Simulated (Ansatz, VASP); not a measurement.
**AlN in VASP and in Ansatz**

File POSCAR:

```
AlN
1.0
    0.0000000000      2.1193301204      2.1193301204
    2.1193301204      0.0000000000      2.1193301204
    2.1193301204      2.1193301204      0.0000000000
Al N
1 1
Direct
    0.0000000000      0.0000000000      0.0000000000
    0.2500000000      0.2500000000      0.2500000000
```

The input INCAR.step1:

```
  PREC = Accurate
  ENCUT = 520
  EDIFF = 1E-5
  ISMEAR = 0
  SIGMA = 0.01
  LREAL = False
  LASPH = True
  NELM = 60
  ALGO = Normal
  ISIF = 2
  LWAVE = True
  LCHARG = False
  NBANDS = 11
  GGA = PE
```

The input INCAR.step2:

```
  PREC = Accurate
  ENCUT = 520
  EDIFF = 1E-6
  ISMEAR = 0
  SIGMA = 0.01
  LREAL = False
  LASPH = True
  NELM = 60
  ALGO = Normal
  ISIF = 2
  LWAVE = False
  LCHARG = False
  GGA = PE
  LHFCALC = True
  HFSCREEN = 0.2079
  PRECFOCK = Normal
  NBANDS = 11
  ISTART = 1
```

The input KPOINTS:

```
regular mesh
0
Gamma
  8 8 8
```

Input for Ansatz:

```yaml
crystal:
  lattice:
    - [0.0, 2.1193301204, 2.1193301204]
    - [2.1193301204, 0.0, 2.1193301204]
    - [2.1193301204, 2.1193301204, 0.0]
  atoms:
    - { symbol: Al, position: [0.0, 0.0, 0.0] }
    - { symbol: "N", position: [0.25, 0.25, 0.25] }
kpoints:
  mp_grid: { grid: [8, 8, 8] }
  band_path:
    path:
      - [0.0, 0.0, 0.0]
      - [-0.5, -0.5, 0.0]
      - [-0.375, -0.375, 0.25]
      - [-0.375, 0.0, 0.375]
      - [0.0, 0.0, 0.5]
      - [-0.5, -0.25, 0.25]
    npoints: 1
hamiltonian:
  xc: hse06
scf:
  occupations: { method: fixed }
  n_extra_bands: 4
output:
  forces: true
  stress: true
  eigenvalues: true
```

Change from the starting cell: hydrostatic strain -3.0%.

Alike in both runs: task single point; functional HSE06; k mesh 8 × 8 × 8; no spin polarisation.

|  | VASP | Ansatz |
| --- | --- | --- |
| version | VASP 6.6.1 | Ansatz 0.2.0 |
| potentials or method | VASP PAW PBE potentials, release 64 (Al, N) | plane waves, PAW |
| plane-wave cutoff (eV) | 520 | 420 |
| occupations | gaussian, width 0.01 eV | fixed |
| valence electrons in the cell | 8 | 8 |

|  | VASP | Ansatz | Ansatz less VASP |
| --- | --- | --- | --- |
| gap on the k mesh at the Fermi level (eV) | 4.64 | 4.64 | 0.000 |
| pressure (GPa) | 22.1 | 22.1 | +0.01 |

Ansatz's warnings: stress exchange threshold loose, stress scf threshold loose.
